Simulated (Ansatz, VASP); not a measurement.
## SiC in VASP and in Ansatz

```
C Si
1.0
     0.00000    1.88313    1.88313
     1.88313    0.00000    1.88313
     1.88313    1.88313    0.00000
C Si
1 1
Direct
  0.00000 0.00000 0.00000
  0.50000 0.50000 0.50000
```

Alike in both runs: task single point; functional PBE; k mesh 20 × 20 × 20; occupations gaussian, width 0.05 eV; no spin polarisation.

|  | VASP | Ansatz |
| --- | --- | --- |
| version | VASP 6.6.1 | Ansatz 0.2.0 |
| potentials or method | VASP PAW PBE potentials, release 64 (C, Si), cutoff 520 eV | scalar-relativistic, plane waves, PAW |
| valence electrons in the cell | 8 | 8 |

|  | VASP | Ansatz | Ansatz less VASP |
| --- | --- | --- | --- |
| gap on the k mesh at the Fermi level (eV) | 0.66 | 0.68 | +0.021 |
| least direct gap on the mesh (eV) | 5.89 | 5.91 | +0.014 |
